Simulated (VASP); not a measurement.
# Si (Fd-3m) in VASP: further runs

Si is run at these levels: PBE-based screened hybrid; tasks: single point.

All numbers are computed with VASP 6.6.1; they aren't measurements. Logs are shortened: lines on timing, memory, paths and dates and some standing lists are left out, and cuts for length are marked.

## 1. The cell of the first run

Symmetry: Fd-3m, No. 227, cubic system. The conventional cell has a = 5.444 Å, b = 5.444 Å, c = 5.444 Å, α = 90.00°, β = 90.00°, γ = 90.00°. Within 3.1 Å of Si (site symmetry -43m) lie 4 Si at 2.36 Å.

## 2. Single point, PBE-based screened hybrid

POSCAR reads:

```
Si
1.0
    0.0000000000      2.7221188962      2.7221188962
    2.7221188962      0.0000000000      2.7221188962
    2.7221188962      2.7221188962      0.0000000000
Si
2
Direct
    0.0000000000      0.0000000000      0.0000000000
    0.2500000000      0.2500000000      0.2500000000
```

INCAR.step1 reads:

```
PREC = Accurate ; ENCUT = 520
EDIFF = 1E-5 ; ISMEAR = 0
SIGMA = 0.01 ; LREAL = False
LASPH = True ; NELM = 60
ALGO = Normal ; ISIF = 2
LWAVE = True ; GGA = PE
NBANDS = 11
```

INCAR.step2 reads:

```
PREC = Accurate ; ENCUT = 520
EDIFF = 1E-6 ; ISMEAR = 0
SIGMA = 0.01 ; LREAL = False
LASPH = True ; NELM = 60
ALGO = Normal ; ISIF = 2
LWAVE = False ; LCHARG = True
GGA = PE ; LHFCALC = True
AEXX = 0.15 ; HFSCREEN = 0.3
PRECFOCK = Normal ; LELF = True
LVHAR = True ; ISTART = 1
NBANDS = 11
```

KPOINTS reads:

```
regular mesh
0
Gamma
  4 4 4
```

Potentials or basis: VASP PAW PBE potentials, release 64 (Si).

Started as:

```
cat potpaw_PBE.64/Si/POTCAR > POTCAR
cp INCAR.step1 INCAR
mpirun -np 1 vasp_std > vasp.out
cp INCAR.step2 INCAR
mpirun -np 1 vasp_std > vasp.out
```

OUTCAR:

```text
PREC = Accurate
   ENCUT = 520
   EDIFF = 1E-6
   ISMEAR = 0
   LREAL = False
   LASPH = True
   NELM = 60
   ISIF = 2
   GGA = PE
   LHFCALC = True
   AEXX = 0.15
   HFSCREEN = 0.3
   PRECFOCK = Normal
   ISTART = 1

 ion  position               nearest neighbor table
   1  0.000  0.000  0.000-   2 2.36   2 2.36   2 2.36   2 2.36
   2  0.250  0.250  0.250-   1 2.36   1 2.36   1 2.36   1 2.36

  LATTYP: Found a face centered cubic cell.
 ALAT       =     5.4442377924

  Lattice vectors:

 A1 = (   0.0000000000,   2.7221188962,   2.7221188962)
 A2 = (   2.7221188962,   0.0000000000,   2.7221188962)
 A3 = (   2.7221188962,   2.7221188962,   0.0000000000)

Analysis of symmetry for initial positions (statically):
=====================================================================
 Subroutine PRICEL returns:
 Original cell was already a primitive cell.

 Routine SETGRP: Setting up the symmetry group for a
 face centered cubic supercell.

 Subroutine GETGRP returns: Found 48 space group operations
 (whereof 24 operations were pure point group operations)
 out of a pool of 48 trial point group operations.

The static configuration has the point symmetry T_d .
 The point group associated with its full space group is O_h .

Analysis of symmetry for dynamics (positions and initial velocities):
=====================================================================
 Subroutine PRICEL returns:
 Original cell was already a primitive cell.

 Routine SETGRP: Setting up the symmetry group for a
 face centered cubic supercell.

 Subroutine GETGRP returns: Found 48 space group operations
 (whereof 24 operations were pure point group operations)
 out of a pool of 48 trial point group operations.

The dynamic configuration has the point symmetry T_d .
 The point group associated with its full space group is O_h .

 Subroutine INISYM returns: Found 48 space group operations
 (whereof 24 operations are pure point group operations),
 and found     1 'primitive' translations

----------------------------------------------------------------------------------------

                                     Primitive cell

  volume of cell :      40.3414

  direct lattice vectors                    reciprocal lattice vectors
     0.000000000  2.722118896  2.722118896    -0.183680441  0.183680441  0.183680441
     2.722118896  0.000000000  2.722118896     0.183680441 -0.183680441  0.183680441
     2.722118896  2.722118896  0.000000000     0.183680441  0.183680441 -0.183680441

  length of vectors
     3.849657461  3.849657461  3.849657461     0.318143857  0.318143857  0.318143857

  position of ions in fractional coordinates (direct lattice)
     0.000000000  0.000000000  0.000000000
     0.250000000  0.250000000  0.250000000

  ion indices of the primitive-cell ions
   primitive index   ion index
                 1           1
                 2           2

----------------------------------------------------------------------------------------

 KPOINTS: regular mesh

Automatic generation of k-mesh.
 Grid dimensions read from file:
 generate k-points for:    4    4    4

 Generating k-lattice:

  Cartesian coordinates                     Fractional coordinates (reciprocal lattice)
    -0.045920110  0.045920110  0.045920110     0.250000000  0.000000000  0.000000000
     0.045920110 -0.045920110  0.045920110     0.000000000  0.250000000  0.000000000
     0.045920110  0.045920110 -0.045920110     0.000000000  0.000000000  0.250000000

  Length of vectors
     0.079535964  0.079535964  0.079535964

  Shift w.r.t. Gamma in fractional coordinates (k-lattice)
     0.000000000  0.000000000  0.000000000

 Subroutine IBZKPT returns following result:
 ===========================================

 Found      8 irreducible k-points:

 Following reciprocal coordinates:
            Coordinates               Weight
  0.000000  0.000000  0.000000      1.000000
  0.250000  0.000000  0.000000      8.000000
  0.500000  0.000000  0.000000      4.000000
  0.250000  0.250000  0.000000      6.000000
  0.500000  0.250000  0.000000     24.000000
 -0.250000  0.250000  0.000000     12.000000
  0.500000  0.500000  0.000000      3.000000
 -0.250000  0.500000  0.250000      6.000000
   k-points           NKPTS =      8   k-points in BZ     NKDIM =     64   number of bands    NBANDS=     11
   number of dos      NEDOS =    301   number of ions     NIONS =      2
   total plane-waves  NPLWV =  27000
   dimension x,y,z NGX =    30 NGY =   30 NGZ =   30
   dimension x,y,z NGXF=    60 NGYF=   60 NGZF=   60
   ions per type =               2
   NGX,Y,Z   is equivalent  to a cutoff of  12.96, 12.96, 12.96 a.u.
   NGXF,Y,Z  is equivalent  to a cutoff of  25.91, 25.91, 25.91 a.u.
 SYSTEM =  unknown system
   PREC   = accura    normal or accurate (medium, high low for compatibility)
   ISTART =      1    job   : 0-new  1-cont  2-samecut
   ICHARG =      0    charge: 1-file 2-atom 10-const
   ISPIN  =      1    spin polarized calculation?
   LNONCOLLINEAR =      F non collinear calculations
   LSORBIT =      F    spin-orbit coupling
   LASPH  =      T    aspherical Exc in radial PAW
   ENCUT  =  520.0 eV  38.22 Ry    6.18 a.u.   7.16  7.16  7.16*2*pi/ulx,y,z
   NELM   =     60;   NELMIN=  2; NELMDL=  0     # of ELM steps
   EDIFF  = 0.1E-05   stopping-criterion for ELM
   LREAL  =      F    real-space projection
   EDIFFG = 0.1E-04   stopping-criterion for IOM
   NSW    =      0    number of steps for IOM
   IBRION =     -1    ionic relax: 0-MD 1-quasi-New 2-CG
   NFREE  =      0    steps in history (QN), initial steepest desc. (CG)
   ISIF   =      2    stress and relaxation
   ISYM   =      3    0-nonsym 1-usesym 2-fastsym
   POTIM  = 0.5000    time-step for ionic-motion
   TEBEG  =    0.0;   TEEND  =   0.0 temperature during run
   PSTRESS=    0.0 pullay stress
   NELECT =       8.0000    total number of electrons
   NUPDOWN=      -1.0000    fix difference up-down
   EMIN   =  10.00;   EMAX   =-10.00  energy-range for DOS
   EFERMI =   0.00;   METHOD = LEGACY
   ISMEAR =     0;   SIGMA  =   0.01  broadening in eV -4-tet -1-fermi 0-gaus
   EFERMI_NEDOS =   21; number of points for ismear=-14 and -15
   IALGO  =     38    algorithm
   IMIX   =      1    mixing-type and parameters
     AMIX     =   0.40;   BMIX     =  1.00
     AMIX_MAG =   1.60;   BMIX_MAG =  1.00
  volume/ion in A,a.u.               =      20.17       136.12
  Fermi-wavevector in a.u.,A,eV,Ry     =   0.954672  1.804069 12.400344  0.911400
  Thomas-Fermi vector in A             =   2.083440
   LORBIT       =      0    0 simple, 1 ext, 2 COOP (PROOUT), +10 PAW based schemes
   GGA     = PE    functional components
   LHFCALC =     T    Hartree Fock is set to
   PRECFOCK=normal    Normal, Fast or Accurate (Low or Medium for compatibility)
   ENCUT4O =  -1.0   cutoff for four orbital integrals eV
   NKREDX  =     1    reduce k-point grid by
   NKREDY  =     1    reduce k-point grid by
   NKREDZ  =     1    reduce k-point grid by
   AEXX    =    0.1500 exact exchange contribution
   HFSCREEN=    0.3000 screening length (either q_TF or 0.3 A-1)
   HFSCREENC=   0.3000 screening length for correlation (either q_TF or 0.3 A-1)
   ENCUTFOCK=  -1.0 apply spherical cutoff to Coloumb kernel
   IVDW    =     0    specifies the selected vdW correction
   LEPSILON=     F    determine dielectric tensor
   LRPA    =     F    only Hartree local field effects (RPA)
 non-spin polarized calculation
 Gauss-broadening in eV      SIGMA  =   0.01
  energy-cutoff  :      520.00
  volume of cell :       40.34
 maximum number of plane-waves:      1106
 NGX is ok and might be reduce to    30
  NGX = 24; NGY = 24; NGZ = 24

 number of electron       8.0000001 magnetization

 Free energy of the ion-electron system (eV)
  ---------------------------------------------------
  ext. energy  EPLUGINS =         0.00000000
  ---------------------------------------------------
  free energy    TOTEN  =       -11.46767996 eV

  energy without entropy =      -11.46767996  energy(sigma->0) =      -11.46767996

 E-fermi :   5.6828     XC(G=0):  -8.5086

 val. band max:        5.6212436809   @ k =   0.0000   0.0000   0.0000
 cond. band min:       6.6033911492   @ k =   0.5000   0.5000   0.0000
 fundamental gap:      0.9821474684
 Fermi energy:         5.6828403738

 k-point     1 :       0.0000    0.0000    0.0000
  band No.  band energies     occupation
      1      -7.0007      2.00000
      2       5.6212      2.00000
      3       5.6212      2.00000
      4       5.6212      2.00000
      5       8.5318      0.00000
      6       8.5318      0.00000
      7       8.5318      0.00000
      8       9.3799      0.00000
      9      13.8389      0.00000
     10      13.8389      0.00000
     11      13.9531      0.00000

 k-point     2 :       0.2500    0.0000    0.0000
  band No.  band energies     occupation
      1      -6.1550      2.00000
      2       1.5348      2.00000
      3       4.8398      2.00000
      4       4.8398      2.00000
      5       7.9743      0.00000
      6       9.5003      0.00000
      7       9.5003      0.00000
      8      13.0071      0.00000
      9      13.2823      0.00000
     10      13.2823      0.00000
     11      15.0312      0.00000

 k-point     3 :       0.5000    0.0000    0.0000
  band No.  band energies     occupation
      1      -4.5382      2.00000
      2      -1.6836      2.00000
      3       4.3735      2.00000
      4       4.3735      2.00000
      5       7.4666      0.00000
      6       9.3272      0.00000
      7       9.3272      0.00000
      8      13.7606      0.00000
      9      16.7557      0.00000
     10      16.7557      0.00000
     11      17.5129      0.00000

 k-point     4 :       0.2500    0.2500    0.0000
  band No.  band energies     occupation
      1      -5.8559      2.00000
      2       1.9539      2.00000
      3       3.6665      2.00000
      4       3.6665      2.00000
      5       7.0372      0.00000
      6       9.1030      0.00000
      7      11.8278      0.00000
      8      11.8278      0.00000
      9      14.1846      0.00000
     10      15.0806      0.00000
     11      17.5276      0.00000

 k-point     5 :       0.5000    0.2500    0.0000
  band No.  band energies     occupation
      1      -4.1252      2.00000
      2      -1.0799      2.00000
      3       1.9688      2.00000
      4       3.3294      2.00000
      5       7.4392      0.00000
      6      10.4435      0.00000
      7      11.8107      0.00000
      8      11.9913      0.00000
      9      16.3880      0.00000
     10      16.7364      0.00000
     11      18.4015      0.00000

 k-point     6 :      -0.2500    0.2500    0.0000
  band No.  band energies     occupation
      1      -4.8387      2.00000
      2      -0.1255      2.00000
      3       1.7452      2.00000
      4       4.2462      2.00000
      5       8.4064      0.00000
      6      10.8455      0.00000
      7      11.1343      0.00000
      8      12.2229      0.00000
      9      12.4956      0.00000
     10      15.8147      0.00000
     11      18.7595      0.00000

 k-point     7 :       0.5000    0.5000    0.0000
  band No.  band energies     occupation
      1      -2.6093      2.00000
      2      -2.6093      2.00000
      3       2.6471      2.00000
      4       2.6471      2.00000
      5       6.6034      0.00000
      6       6.6034      0.00000
      7      16.3521      0.00000
      8      16.3521      0.00000
      9      17.1865      0.00000
     10      17.1865      0.00000
     11      18.7571      0.00000

 k-point     8 :      -0.2500    0.5000    0.2500
  band No.  band energies     occupation
      1      -2.4402      2.00000
      2      -2.4402      2.00000
      3       1.6373      2.00000
      4       1.6373      2.00000
      5      10.2440      0.00000
      6      10.2440      0.00000
      7      11.0564      0.00000
      8      11.0564      0.00000
      9      16.8086      0.00000
     10      16.8086      0.00000
     11      19.2819      0.00000

------------------------ aborting loop because EDIFF is reached ----------------------------------------

  FORCE on cell =-STRESS in cart. coord.  units (eV):
  Direction    XX          YY          ZZ          XY          YZ          ZX
  --------------------------------------------------------------------------------------
  -------------------------------------------------------------------------------------
  Total        0.2192286      0.2192286      0.2192286     -0.0000000      0.0000000     -0.0000000
  in kB        8.7067605      8.7067605      8.7067605     -0.0000000      0.0000000     -0.0000000
  external PRESSURE =       8.7067605 kB  Pullay stress =       0.0000000 kB

 VOLUME and BASIS-vectors are now :
 -----------------------------------------------------------------------------
  energy-cutoff  :      520.00
  volume of cell :       40.34
      direct lattice vectors                 reciprocal lattice vectors
     0.000000000  2.722118896  2.722118896    -0.183680441  0.183680441  0.183680441
     2.722118896  0.000000000  2.722118896     0.183680441 -0.183680441  0.183680441
     2.722118896  2.722118896  0.000000000     0.183680441  0.183680441 -0.183680441

 POSITION                                       TOTAL-FORCE (eV/Angst)
 -----------------------------------------------------------------------------------
      0.00000      0.00000      0.00000        -0.000000      0.000000     -0.000000
      1.36106      1.36106      1.36106         0.000000     -0.000000      0.000000
 -----------------------------------------------------------------------------------
    total drift:                                0.000000      0.000000      0.000000

  FREE ENERGIE OF THE ION-ELECTRON SYSTEM (eV)
  ---------------------------------------------------
  free  energy   TOTEN  =       -11.4676799642 eV

  energy  without entropy=      -11.4676799642  energy(sigma->0) =      -11.46767996
```

Wall time 88 s (1 thread of Intel Xeon Platinum 8259CL at 2.50GHz (Skylake/Cascade Lake), shared host); peak memory 0.25 GiB.

What came out:

| Item | Value |
| --- | --- |
| Free energy | -11.4677 eV |
| Pressure | 0.9 GPa |
| Band gap on the k mesh | 0.98 eV, indirect (least direct gap 2.91 eV) |

Levels at points of the mesh, in eV from the valence-band top:
| k point | band 1 | band 2 | band 3 | band 4 | band 5 | band 6 | band 7 | band 8 | band 9 |
| --- | --- | --- | --- | --- | --- | --- | --- | --- | --- |
| (0.00, 0.00, 0.00) | -12.62 | 0.00 | 0.00 | 0.00 | 2.91 | 2.91 | 2.91 | 3.76 | 8.22 |
| (0.50, 0.00, 0.00) | -10.16 | -7.30 | -1.25 | -1.25 | 1.85 | 3.71 | 3.71 | 8.14 | 11.13 |
| (0.50, 0.50, 0.00) | -8.23 | -8.23 | -2.97 | -2.97 | 0.98 | 0.98 | 10.73 | 10.73 | 11.57 |

Caveat: the k points lie up to 0.50 Å⁻¹ apart; the PAW data sets were made with another functional, which shifts forces and pressure a little. A k mesh can miss the band edges.

## 3. Single point, PBE-based screened hybrid

POSCAR is that of step 2.

INCAR.step1 reads:

```
  ALGO = Normal
  EDIFF = 1E-5
  ENCUT = 520
  GGA = PE
  ISIF = 2
  ISMEAR = 0
  LASPH = True
  LCHARG = False
  LREAL = False
  LWAVE = True
  NBANDS = 11
  NELM = 80
  PREC = Accurate
  SIGMA = 0.01
```

INCAR.step2 reads:

```
  AEXX = 0.4
  ALGO = Normal
  EDIFF = 1E-6
  ENCUT = 520
  GGA = PE
  HFSCREEN = 0.1
  ISIF = 2
  ISMEAR = 0
  ISTART = 1
  LASPH = True
  LCHARG = False
  LHFCALC = True
  LREAL = False
  LWAVE = False
  NBANDS = 11
  NELM = 80
  PREC = Accurate
  PRECFOCK = Normal
  SIGMA = 0.01
```

KPOINTS reads:

```
k-points
0
Gamma
  4 4 4
```

Potentials or basis: VASP PAW PBE potentials, release 64 (Si).

Started as:

```
cat potpaw_PBE.64/Si/POTCAR > POTCAR
cp INCAR.step1 INCAR
mpirun -np 1 vasp_std > vasp.out
cp INCAR.step2 INCAR
mpirun -np 1 vasp_std > vasp.out
```

Wall time 99 s (1 thread of Intel Xeon Platinum 8259CL at 2.50GHz (Skylake/Cascade Lake), shared host); peak memory 0.25 GiB.

It converged, with:

```
Free energy            : -14.3250 eV
Pressure               : -1.5 GPa
Band gap on the k mesh : 2.27 eV, indirect (least direct gap 4.40 eV)
```

Levels at points of the mesh, in eV from the valence-band top:
```
           k point  band 1  band 2  band 3  band 4  band 5  band 6  band 7  band 8  band 9
(0.00, 0.00, 0.00)  -14.05    0.00    0.00    0.00    4.40    4.40    4.40    5.49    9.89
(0.50, 0.00, 0.00)  -11.32   -8.14   -1.38   -1.38    3.29    5.24    5.24    9.75   13.17
(0.50, 0.50, 0.00)   -9.17   -9.17   -3.30   -3.30    2.27    2.27   12.91   12.91   13.60
```

Caveat: the k points lie up to 0.50 Å⁻¹ apart; the PAW data sets were made with another functional, which shifts forces and pressure a little.
